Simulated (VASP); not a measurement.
The system is Ge.

```
Ge
1.0
     3.99759    0.00000    0.00000
    -1.99879    3.46201    0.00000
     0.00000    0.00000    6.59938
Ge
4
Direct
  0.33333 0.66667 0.93710
  0.66667 0.33333 0.43710
  0.33333 0.66667 0.56290
  0.66667 0.33333 0.06290
```

| Quantity | Value |
| --- | --- |
| Program | VASP 6.6.1 |
| Task | relaxation of cell and atoms |
| Functional | PBEsol |
| Dispersion | D3(BJ) |
| Potentials or basis | VASP PAW PBE potentials, release 64 (Ge_d) |
| Cutoff | 600 eV |
| k mesh | 8 × 8 × 4 |
| Occupations | fermi-dirac, width 0.05 eV |
| Spin | no spin polarisation |

At the start: pressure -1.9 GPa; volume 22.83 Å³/atom.

Task: Where does the relaxation end?

Result: Over 5 steps the energy falls by 4.0 meV/atom and the volume is 22.20 Å³/atom (-2.8 %); space group P6_3/mmc (No. 194, to 0.05 Å).

Step by step:
| step | energy change (eV) | largest force (eV/Å) | pressure (GPa) | volume (Å³) |
| --- | --- | --- | --- | --- |
| 1 | 0.0000 | 0.0024 | -1.93 | 91.33 |
| 2 | -0.0138 | 0.0146 | 0.82 | 87.75 |
| 3 | -0.0162 | 0.0101 | 0.07 | 88.73 |
| 4 | -0.0162 | 0.0098 | -0.13 | 88.81 |
| 5 | -0.0162 | 0.0028 | -0.03 | 88.79 |

Final structure:
```yaml
crystal:
  lattice:
    - [3.96266, 0.00000, 0.00000]
    - [-1.98133, 3.43177, 0.00000]
    - [0.00000, 0.00000, 6.52927]
  atoms:
    - { symbol: Ge, position: [0.33333, 0.66667, 0.93716] }
    - { symbol: Ge, position: [0.66667, 0.33333, 0.43716] }
    - { symbol: Ge, position: [0.33333, 0.66667, 0.56284] }
    - { symbol: Ge, position: [0.66667, 0.33333, 0.06284] }
```

Caveat: the PAW data sets were made with another functional, which shifts forces and pressure a little; pairwise dispersion overbinds metals, which lowers pressure and volume.
